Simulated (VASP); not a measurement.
# InP (I-4m2) in VASP: notebook

The runs below take InP through single point, with PBE.

Program: VASP 6.6.1. These are calculated values, not measurements. Logs are shortened: lines on timing, memory, paths and dates and some standing lists are left out, and cuts for length are marked.

### Step 1. The cell of the first run

It takes space group I-4m2 (No. 119, tetragonal). Conventional cell: a = 4.144 Å, b = 4.144 Å, c = 5.685 Å, α = 90.00°, β = 90.00°, γ = 90.00°. In (site symmetry -4m2) has 4 P at 2.51 Å within 3.3 Å. P (site symmetry -4m2) has 4 In at 2.51 Å within 3.3 Å.

### Step 2. Single point, PBE (strain -0.0300 x Voigt [0, 1, 0, 0, 0, 0])

The input, INCAR:

```
ALGO = Normal
EDIFF = 1E-6
ENCUT = 520
GGA = PE
ISIF = 2
ISMEAR = 0
LASPH = T
LCHARG = F
LREAL = F
LWAVE = F
NBANDS = 16
NELM = 100
PREC = Accurate
SIGMA = 0.05
```

The input, KPOINTS:

```
k-points
0
Gamma
  8 8 8
```

The input, POSCAR:

```
InP
1.0
    0.0000000000      2.8425850000      2.9305000000
    2.9305000000      0.0000000000      2.9305000000
    2.9305000000      2.8425850000      0.0000000000
In P
1 1
Direct
    0.0000000000      0.0000000000      0.0000000000
    0.7500000000      0.7500000000      0.7500000000
```

Potentials or basis: VASP PAW PBE potentials, release 64 (In_d, P).

On the command line:

```bash
$ cat potpaw_PBE.64/In_d/POTCAR potpaw_PBE.64/P/POTCAR > POTCAR
$ mpirun -np 1 vasp_std > vasp.out
```

OUTCAR:

```text
EDIFF = 1E-6
   ENCUT = 520
   GGA = PE
   ISIF = 2
   ISMEAR = 0
   LASPH = T
   LREAL = F
   NELM = 100
   PREC = Accurate

 ion  position               nearest neighbor table
   1  0.000  0.000  0.000-   2 2.51   2 2.51   2 2.51   2 2.51
   2  0.750  0.750  0.750-   1 2.51   1 2.51   1 2.51   1 2.51

  LATTYP: Found a body centered tetragonal cell.
 ALAT       =     4.1443528445
 C/A-ratio  =     1.3717871555

  Lattice vectors:

 A1 = (   0.0000000000,  -2.8425850000,   2.9305000000)
 A2 = (   0.0000000000,  -2.8425850000,  -2.9305000000)
 A3 = (   2.9305000000,   2.8425850000,   0.0000000000)

Analysis of symmetry for initial positions (statically):
=====================================================================
 Subroutine PRICEL returns:
 Original cell was already a primitive cell.

 Routine SETGRP: Setting up the symmetry group for a
 body centered tetragonal supercell.

 Subroutine GETGRP returns: Found  8 space group operations
 (whereof  8 operations were pure point group operations)
 out of a pool of 16 trial point group operations.

The static configuration has the point symmetry D_2d.

Analysis of symmetry for dynamics (positions and initial velocities):
=====================================================================
 Subroutine PRICEL returns:
 Original cell was already a primitive cell.

 Routine SETGRP: Setting up the symmetry group for a
 body centered tetragonal supercell.

 Subroutine GETGRP returns: Found  8 space group operations
 (whereof  8 operations were pure point group operations)
 out of a pool of 16 trial point group operations.

The dynamic configuration has the point symmetry D_2d.

 Subroutine INISYM returns: Found  8 space group operations
 (whereof  8 operations are pure point group operations),
 and found     1 'primitive' translations

----------------------------------------------------------------------------------------

                                     Primitive cell

  volume of cell :      48.8233

  direct lattice vectors                    reciprocal lattice vectors
     0.000000000  2.842585000  2.930500000    -0.170619348  0.175896235  0.170619348
     2.930500000  0.000000000  2.930500000     0.170619348 -0.175896235  0.170619348
     2.930500000  2.842585000  0.000000000     0.170619348  0.175896235 -0.170619348

  length of vectors
     4.082660864  4.144352845  4.082660864     0.298599078  0.298599078  0.298599078

  position of ions in fractional coordinates (direct lattice)
     0.000000000  0.000000000  0.000000000
     0.750000000  0.750000000  0.750000000

  ion indices of the primitive-cell ions
   primitive index   ion index
                 1           1
                 2           2

----------------------------------------------------------------------------------------

 KPOINTS: k-points

Automatic generation of k-mesh.
 Grid dimensions read from file:
 generate k-points for:    8    8    8

 Generating k-lattice:

  Cartesian coordinates                     Fractional coordinates (reciprocal lattice)
    -0.021327419  0.021987029  0.021327419     0.125000000  0.000000000  0.000000000
     0.021327419 -0.021987029  0.021327419    -0.000000000  0.125000000 -0.000000000
     0.021327419  0.021987029 -0.021327419     0.000000000  0.000000000  0.125000000

  Length of vectors
     0.037324885  0.037324885  0.037324885

  Shift w.r.t. Gamma in fractional coordinates (k-lattice)
     0.000000000  0.000000000  0.000000000

 Subroutine IBZKPT returns following result:
 ===========================================

 Found     59 irreducible k-points:

 Following reciprocal coordinates:
            Coordinates               Weight
  0.000000  0.000000  0.000000      1.000000
  0.125000  0.000000  0.000000      8.000000
  0.250000  0.000000  0.000000      8.000000
  0.375000  0.000000  0.000000      8.000000
  0.500000  0.000000  0.000000      4.000000
  0.125000  0.125000  0.000000      4.000000
[... 16 lines left out ...]
  0.250000  0.000000  0.125000      8.000000
  0.375000  0.000000  0.125000      8.000000
 [... further k-points ...]
   k-points           NKPTS =     59   k-points in BZ     NKDIM =     59   number of bands    NBANDS=     16
   number of dos      NEDOS =    301   number of ions     NIONS =      2
   total plane-waves  NPLWV =  28800
   dimension x,y,z NGX =    30 NGY =   32 NGZ =   30
   dimension x,y,z NGXF=    60 NGYF=   64 NGZF=   60
   ions per type =               1   1
   NGX,Y,Z   is equivalent  to a cutoff of  12.22, 12.84, 12.22 a.u.
   NGXF,Y,Z  is equivalent  to a cutoff of  24.43, 25.67, 24.43 a.u.
 SYSTEM =  unknown system
   PREC   = accura    normal or accurate (medium, high low for compatibility)
   ISTART =      0    job   : 0-new  1-cont  2-samecut
   ICHARG =      2    charge: 1-file 2-atom 10-const
   ISPIN  =      1    spin polarized calculation?
   LNONCOLLINEAR =      F non collinear calculations
   LSORBIT =      F    spin-orbit coupling
   LASPH  =      T    aspherical Exc in radial PAW
   ENCUT  =  520.0 eV  38.22 Ry    6.18 a.u.   7.59  7.71  7.59*2*pi/ulx,y,z
   NELM   =    100;   NELMIN=  2; NELMDL= -5     # of ELM steps
   EDIFF  = 0.1E-05   stopping-criterion for ELM
   LREAL  =      F    real-space projection
   EDIFFG = 0.1E-04   stopping-criterion for IOM
   NSW    =      0    number of steps for IOM
   IBRION =     -1    ionic relax: 0-MD 1-quasi-New 2-CG
   NFREE  =      0    steps in history (QN), initial steepest desc. (CG)
   ISIF   =      2    stress and relaxation
   ISYM   =      2    0-nonsym 1-usesym 2-fastsym
   POTIM  = 0.5000    time-step for ionic-motion
   TEBEG  =    0.0;   TEEND  =   0.0 temperature during run
   PSTRESS=    0.0 pullay stress
   NELECT =      18.0000    total number of electrons
   NUPDOWN=      -1.0000    fix difference up-down
   EMIN   =  10.00;   EMAX   =-10.00  energy-range for DOS
   EFERMI =   0.00;   METHOD = LEGACY
   ISMEAR =     0;   SIGMA  =   0.05  broadening in eV -4-tet -1-fermi 0-gaus
   EFERMI_NEDOS =   21; number of points for ismear=-14 and -15
   IALGO  =     38    algorithm
   IMIX   =      4    mixing-type and parameters
     AMIX     =   0.40;   BMIX     =  1.00
     AMIX_MAG =   1.60;   BMIX_MAG =  1.00
  volume/ion in A,a.u.               =      24.41       164.74
  Fermi-wavevector in a.u.,A,eV,Ry     =   1.173879  2.218310 18.748721  1.377992
  Thomas-Fermi vector in A             =   2.310285
   LORBIT       =      0    0 simple, 1 ext, 2 COOP (PROOUT), +10 PAW based schemes
   GGA     = PE    functional components
   LHFCALC =     F    Hartree Fock is set to
   AEXX    =    0.0000 exact exchange contribution
   IVDW    =     0    specifies the selected vdW correction
   LEPSILON=     F    determine dielectric tensor
   LRPA    =     F    only Hartree local field effects (RPA)
 non-spin polarized calculation
 Gauss-broadening in eV      SIGMA  =   0.05
  energy-cutoff  :      520.00
  volume of cell :       48.82
 maximum number of plane-waves:      1327
   NGX = 15   NGY = 15   NGZ = 15

 number of electron      17.9999998 magnetization

 Free energy of the ion-electron system (eV)
  ---------------------------------------------------
  ext. energy  EPLUGINS =         0.00000000
  ---------------------------------------------------
  free energy    TOTEN  =        -8.33490369 eV

  energy without entropy =       -8.33490369  energy(sigma->0) =       -8.33490369

 E-fermi :   5.8547     XC(G=0):  -9.4200

 val. band max:        5.6206125496   @ k =   0.0000   0.0000   0.0000
 cond. band min:       6.4019554324   @ k =   0.0000   0.0000   0.0000
 fundamental gap:      0.7813428827
 Fermi energy:         5.8546825867

 k-point     1 :       0.0000    0.0000    0.0000
  band No.  band energies     occupation
      1      -8.7273      2.00000
      2      -8.7273      2.00000
      3      -8.7140      2.00000
      4      -8.5571      2.00000
      5      -8.5541      2.00000
      6      -6.1999      2.00000
[... 8 lines left out ...]
     15      14.7901      0.00000
     16      15.2444      0.00000

 k-point     2 :       0.1250    0.0000    0.0000
  band No.  band energies     occupation
      1      -8.7454      2.00000
      2      -8.7189      2.00000
      3      -8.7095      2.00000
      4      -8.5575      2.00000
      5      -8.5534      2.00000
      6      -6.0123      2.00000
[... 8 lines left out ...]
     15      14.4875      0.00000
     16      15.0642      0.00000

 k-point     3 :       0.2500    0.0000    0.0000
  band No.  band energies     occupation
      1      -8.7940      2.00000
      2      -8.7012      2.00000
      3      -8.6929      2.00000
      4      -8.5562      2.00000
      5      -8.5490      2.00000
      6      -5.4881      2.00000
[... 8 lines left out ...]
     15      14.1591      0.00000
     16      14.7992      0.00000

 k-point     4 :       0.3750    0.0000    0.0000
  band No.  band energies     occupation
      1      -8.8394      2.00000
      2      -8.6881      2.00000
      3      -8.6798      2.00000
      4      -8.5505      2.00000
      5      -8.5395      2.00000
      6      -4.7814      2.00000
[... 8 lines left out ...]
     15      15.1109      0.00000
     16      15.1550      0.00000

 k-point     5 :       0.5000    0.0000    0.0000
  band No.  band energies     occupation
      1      -8.8574      2.00000
      2      -8.6842      2.00000
      3      -8.6757      2.00000
      4      -8.5465      2.00000
      5      -8.5339      2.00000
      6      -4.3721      2.00000
[... 8 lines left out ...]
     15      16.1349      0.00000
     16      16.3513      0.00000

 k-point     6 :       0.1250    0.1250    0.0000
  band No.  band energies     occupation
      1      -8.7636      2.00000
      2      -8.7102      2.00000
      3      -8.6990      2.00000
      4      -8.5614      2.00000
      5      -8.5506      2.00000
      6      -5.9553      2.00000
[... 8 lines left out ...]
     15      15.1824      0.00000
     16      15.4895      0.00000

 k-point     7 :       0.2500    0.1250    0.0000
  band No.  band energies     occupation
      1      -8.8015      2.00000
      2      -8.6933      2.00000
      3      -8.6837      2.00000
      4      -8.5655      2.00000
      5      -8.5455      2.00000
      6      -5.5473      2.00000
[... 8 lines left out ...]
     15      15.0502      0.00000
     16      16.1151      0.00000

 k-point     8 :       0.3750    0.1250    0.0000
  band No.  band energies     occupation
      1      -8.8397      2.00000
      2      -8.6821      2.00000
      3      -8.6702      2.00000
      4      -8.5613      2.00000
      5      -8.5401      2.00000
      6      -4.8882      2.00000
[... 8 lines left out ...]
     15      15.4854      0.00000
     16      15.7864      0.00000

 k-point     9 :       0.5000    0.1250    0.0000
  band No.  band energies     occupation
      1      -8.8609      2.00000
      2      -8.6782      2.00000
      3      -8.6655      2.00000
      4      -8.5516      2.00000
      5      -8.5385      2.00000
      6      -4.3094      2.00000
[... 8 lines left out ...]
     15      16.1385      0.00000
     16      16.3226      0.00000
[... 172 lines left out ...]
 k-point    19 :       0.5000    0.3750   -0.0000
  band No.  band energies     occupation
      1      -8.9127      2.00000
      2      -8.6248      2.00000
      3      -8.6146      2.00000
      4      -8.5981      2.00000
      5      -8.5245      2.00000
      6      -3.8638      2.00000
[... 8 lines left out ...]
     15      16.4670      0.00000
     16      17.6948      0.00000

 k-point    20 :      -0.3750    0.3750    0.0000
  band No.  band energies     occupation
      1      -8.8975      2.00000
      2      -8.6431      2.00000
      3      -8.6221      2.00000
      4      -8.5828      2.00000
      5      -8.5352      2.00000
      6      -3.7108      2.00000
[... 8 lines left out ...]
     15      15.5421      0.00000
     16      18.5223      0.00000

 k-point    21 :       0.5000    0.5000    0.0000
  band No.  band energies     occupation
      1      -8.9273      2.00000
      2      -8.6102      2.00000
      3      -8.6098      2.00000
      4      -8.6032      2.00000
      5      -8.5190      2.00000
      6      -3.7224      2.00000
[... 8 lines left out ...]
     15      16.3047      0.00000
     16      17.4523      0.00000

 k-point    22 :       0.1250    0.0000    0.1250
  band No.  band energies     occupation
      1      -8.7530      2.00000
      2      -8.7106      2.00000
      3      -8.7106      2.00000
      4      -8.5651      2.00000
      5      -8.5477      2.00000
      6      -5.9415      2.00000
[... 8 lines left out ...]
     15      14.9419      0.00000
     16      15.5649      0.00000

 k-point    23 :       0.2500    0.0000    0.1250
  band No.  band energies     occupation
      1      -8.7963      2.00000
      2      -8.6928      2.00000
      3      -8.6917      2.00000
      4      -8.5711      2.00000
      5      -8.5408      2.00000
      6      -5.5223      2.00000
[... 8 lines left out ...]
     15      14.9217      0.00000
     16      16.0135      0.00000

 k-point    24 :       0.3750    0.0000    0.1250
  band No.  band energies     occupation
      1      -8.8388      2.00000
      2      -8.6783      2.00000
      3      -8.6766      2.00000
      4      -8.5689      2.00000
      5      -8.5332      2.00000
      6      -4.8589      2.00000
[... 8 lines left out ...]
     15      15.6935      0.00000
     16      15.6983      0.00000

 [... further k-points ...]

------------------------ aborting loop because EDIFF is reached ----------------------------------------

  FORCE on cell =-STRESS in cart. coord.  units (eV):
  Direction    XX          YY          ZZ          XY          YZ          ZX
  --------------------------------------------------------------------------------------
  -------------------------------------------------------------------------------------
  Total        1.6159049      1.9477947      1.6159049      0.0000000      0.0000000      0.0000000
  in kB       53.0272952     63.9185398     53.0272952      0.0000000      0.0000000      0.0000000
  external PRESSURE =      56.6577100 kB  Pullay stress =       0.0000000 kB

 VOLUME and BASIS-vectors are now :
 -----------------------------------------------------------------------------
  energy-cutoff  :      520.00
  volume of cell :       48.82
      direct lattice vectors                 reciprocal lattice vectors
     0.000000000  2.842585000  2.930500000    -0.170619348  0.175896235  0.170619348
     2.930500000  0.000000000  2.930500000     0.170619348 -0.175896235  0.170619348
     2.930500000  2.842585000  0.000000000     0.170619348  0.175896235 -0.170619348

 POSITION                                       TOTAL-FORCE (eV/Angst)
 -----------------------------------------------------------------------------------
      0.00000      0.00000      0.00000        -0.000000     -0.000000     -0.000000
      4.39575      4.26388      4.39575         0.000000      0.000000      0.000000
 -----------------------------------------------------------------------------------
    total drift:                               -0.000001     -0.000009     -0.000001

  FREE ENERGIE OF THE ION-ELECTRON SYSTEM (eV)
  ---------------------------------------------------
  free  energy   TOTEN  =        -8.3349036895 eV

  energy  without entropy=       -8.3349036895  energy(sigma->0) =       -8.33490369
```

Run time: 19 s. Hardware: 1 thread of Intel Xeon 6975P-C (Granite Rapids), shared host; peak memory 0.19 GiB.

Results:

* Free energy: -8.3349 eV
* Pressure: 5.7 GPa
* Band gap on the k mesh: 0.78 eV, direct

Levels at points of the mesh, in eV from the valence-band top:
| k point | band 7 | band 8 | band 9 | band 10 | band 11 | band 12 |
| --- | --- | --- | --- | --- | --- | --- |
| (0.00, 0.00, 0.00) | -0.14 | -0.14 | 0.00 | 0.78 | 3.97 | 4.02 |
| (0.50, 0.00, 0.00) | -5.98 | -1.21 | -1.01 | 1.47 | 4.61 | 4.85 |
| (0.50, 0.50, 0.00) | -6.04 | -2.46 | -2.44 | 1.68 | 2.27 | 9.20 |
| (0.50, 0.00, 0.50) | -5.84 | -2.63 | -2.63 | 1.51 | 1.99 | 9.51 |

Caveat: the cell differs from its parent crystal (strain -0.0300 x Voigt [0, 1, 0, 0, 0, 0]); spin-orbit coupling is left out, which moves the levels of the heavy elements.

### Step 3. Single point, PBE (strain -0.0200 x Voigt [0, 1, 0, 0, 0, 0])

The input, INCAR:

```
SYSTEM = InP
PREC = Accurate
ENCUT = 520
EDIFF = 1E-6
ISMEAR = 0
SIGMA = 0.05
LREAL = .FALSE.
LASPH = .TRUE.
NELM = 60
ALGO = Normal
ISIF = 2
LWAVE = .FALSE.
LCHARG = .TRUE.
GGA = PE
LELF = .TRUE.
LVHAR = .TRUE.
NBANDS = 16
```

The input, KPOINTS:

```
regular mesh
0
G
  8 8 8
  0 0 0
```

The input, POSCAR:

```
InP
1.0
    0.0000000000      2.8718900000      2.9305000000
    2.9305000000      0.0000000000      2.9305000000
    2.9305000000      2.8718900000      0.0000000000
In P
1 1
Direct
    0.0000000000      0.0000000000      0.0000000000
    0.7500000000      0.7500000000      0.7500000000
```

Potentials or basis: VASP PAW PBE potentials, release 64 (In_d, P).

On the command line:

```bash
$ cat potpaw_PBE.64/In_d/POTCAR potpaw_PBE.64/P/POTCAR > POTCAR
$ mpirun -np 1 vasp_std > vasp.out
```

It took 15 s on 1 thread of Intel Xeon 6975P-C (Granite Rapids), shared host; peak memory 0.19 GiB.

The run converged. Its results:

* Free energy: -8.3535 eV
* Pressure: 4.8 GPa
* Band gap on the k mesh: 0.76 eV, direct

Stress tensor (GPa, compression positive):
```
4.58 0.00 0.00
0.00 5.33 0.00
0.00 0.00 4.58
```

Levels at points of the mesh, in eV from the valence-band top:
```
           k point  band 6  band 7  band 8  band 9  band 10  band 11  band 12  band 13
(0.00, 0.00, 0.00)  -11.72   -0.09   -0.09    0.00     0.76     4.01     4.04     4.04
(0.50, 0.00, 0.00)   -9.93   -5.90   -1.13   -1.00     1.48     4.68     4.83     7.08
(0.50, 0.50, 0.00)   -9.27   -5.94   -2.42   -2.40     1.70     2.27     9.21     9.60
(0.50, 0.00, 0.50)   -9.20   -5.81   -2.53   -2.53     1.59     2.08     9.41     9.66
```

Caveat: the cell differs from its parent crystal (strain -0.0200 x Voigt [0, 1, 0, 0, 0, 0]); spin-orbit coupling is left out, which moves the levels of the heavy elements.

(Part 1 of 2 ends here.)
